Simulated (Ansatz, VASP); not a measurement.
This is a calculation of Nb for Ansatz 0.2.0.

input.yaml

```yaml
crystal:
  lattice:
    - [0.0, 2.0718246199, 2.0718246199]
    - [2.0718246199, 0.0, 2.0718246199]
    - [2.0718246199, 2.0718246199, 0.0]
  atoms:
    - { symbol: Nb, position: [0.0, 0.0, 0.0] }
hamiltonian:
  xc: r2scan
  pseudopotentials: { kind: paw }
kpoints:
  mp_grid: { grid: [11, 11, 11] }
scf:
  occupations: { method: fermi_dirac, width: 0.05 }
output:
  forces: true
  stress: true
  eigenvalues: true
```

Potentials or basis: Ansatz PAW.

The run is started by

```console
$ ansatz run input.yaml --threads 2 --pin off --max-ram 5632MiB --backend cpu --events-out ev --progress --plain --runs-dir out
```

Task: Translate it to VASP 6.6.1. Potentials there: VASP PAW PBE potentials, release 64 (Nb_sv).

Result: As run (the cutoff follows the program's own potentials):

The input POSCAR:

```
Nb
1.0
    0.0000000000      2.0718246199      2.0718246199
    2.0718246199      0.0000000000      2.0718246199
    2.0718246199      2.0718246199      0.0000000000
Nb
1
Direct
    0.0000000000      0.0000000000      0.0000000000
```

The input INCAR.step1:

```
  PREC = Accurate
  ENCUT = 520
  ISMEAR = -1
  SIGMA = 0.05
  LREAL = F
  LASPH = T
  NELM = 80
  NBANDS = 12
  GGA = PE
  ALGO = Normal
  EDIFF = 1E-4
  LWAVE = T
  LCHARG = F
```

Contents of INCAR.step2:

```
  PREC = Accurate
  ENCUT = 520
  EDIFF = 1E-7
  ISMEAR = -1
  SIGMA = 0.05
  LREAL = F
  LASPH = T
  NELM = 80
  ALGO = Normal
  ISIF = 2
  LWAVE = F
  LCHARG = F
  METAGGA = R2SCAN
  LMIXTAU = T
  NBANDS = 12
  ISTART = 1
```

Contents of KPOINTS:

```
regular mesh
0
Gamma
  11 11 11
```

Potentials or basis: VASP PAW PBE potentials, release 64 (Nb_sv).

Command:

```sh
$ cat potpaw_PBE.64/Nb_sv/POTCAR > POTCAR
$ cp INCAR.step1 INCAR
$ mpirun -np 1 vasp_std > vasp.out
$ cp INCAR.step2 INCAR
$ mpirun -np 1 vasp_std > vasp.out
```

Both were run:

|  | VASP | Ansatz | Ansatz less VASP |
| --- | --- | --- | --- |
| gap on the k mesh at the Fermi level (eV) | none | none | - |
| pressure (GPa) | 8.2 | 8.4 | +0.22 |

VASP's potentials were made for PBE, not for r2SCAN. A gap of «none» marks a metal or a gap that the smearing closes. With one functional, cell and mesh, what is left measures potentials, basis and numerics.
